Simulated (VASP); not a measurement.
Write the native input for VASP 6.6.1 that does the following.

```
Task                   : single point
Functional             : r2SCAN
Potentials or basis    : VASP PAW PBE potentials, release 64 (In_d, P)
Cutoff                 : 550 eV
k mesh                 : 3 × 3 × 3
Occupations            : gaussian, width 0.01 eV
Spin                   : no spin polarisation
Dipole correction      : no
Further INCAR settings : ALGO = Normal; EDIFF = 1e-06; NBANDS = 16
```

Crystal: InP.

```
In P
1.0
     0.00000    2.93050    2.93050
     2.93050    0.00000    2.93050
     2.93050    2.93050    0.00000
In P
1 1
Direct
  0.00000 0.00000 0.00000
  0.25000 0.25000 0.25000
```

One way to write it, as run:

POSCAR

```
InP
1.0
    0.0000000000      2.9305000000      2.9305000000
    2.9305000000      0.0000000000      2.9305000000
    2.9305000000      2.9305000000      0.0000000000
In P
1 1
Direct
    0.0000000000      0.0000000000      0.0000000000
    0.2500000000      0.2500000000      0.2500000000
```

INCAR.step1

```
SYSTEM = InP
ALGO     = Normal         ! electronic algorithm
EDIFF    = 1E-5           ! SCF threshold, eV
ENCUT    = 550            ! plane-wave cutoff, eV
GGA      = PE             ! functional
GGA_COMPAT= .FALSE.      
ISMEAR   = 0              ! smearing method
LASPH    = .TRUE.         ! aspherical terms in the spheres
LCHARG   = .FALSE.        ! write CHGCAR
LREAL    = .FALSE.        ! projectors in reciprocal space
LWAVE    = .TRUE.         ! write WAVECAR
NBANDS   = 16             ! bands
NELM     = 120            ! most SCF steps
PREC     = Accurate       ! precision mode
SIGMA    = 0.01           ! smearing width, eV
```

INCAR.step2

```
SYSTEM = InP
ALGO     = Normal         ! electronic algorithm
EDIFF    = 1E-6           ! SCF threshold, eV
ENCUT    = 550            ! plane-wave cutoff, eV
GGA_COMPAT= .FALSE.      
ISIF     = 2              ! what is computed and relaxed
ISMEAR   = 0              ! smearing method
ISTART   = 1            
LASPH    = .TRUE.         ! aspherical terms in the spheres
LCHARG   = .FALSE.        ! write CHGCAR
LMIXTAU  = .TRUE.       
LREAL    = .FALSE.        ! projectors in reciprocal space
LWAVE    = .FALSE.        ! write WAVECAR
METAGGA  = R2SCAN         ! meta-GGA
NBANDS   = 16             ! bands
NELM     = 120            ! most SCF steps
PREC     = Accurate       ! precision mode
SIGMA    = 0.01           ! smearing width, eV
```

KPOINTS

```
k-points
0
G
  3 3 3
  0 0 0
```

Potentials or basis: VASP PAW PBE potentials, release 64 (In_d, P).

Command:

```sh
$ cat potpaw_PBE.64/In_d/POTCAR potpaw_PBE.64/P/POTCAR > POTCAR
$ cp INCAR.step1 INCAR
$ mpirun -np 1 vasp_std > vasp.out
$ cp INCAR.step2 INCAR
$ mpirun -np 1 vasp_std > vasp.out
```

Results of the run:

```json
{"Pressure": "2.5 GPa", "Band gap on the k mesh": "1.14 eV, direct"}
```

Caveat: the k points lie up to 0.62 Å⁻¹ apart; the PAW data sets were made with another functional, which shifts forces and pressure a little; spin-orbit coupling is left out, which moves the levels of the heavy elements.

It took 16 s on 1 thread of Intel(R) Xeon(R) 6975P-C (Granite Rapids) (shared host), peak memory 0.18 GiB.
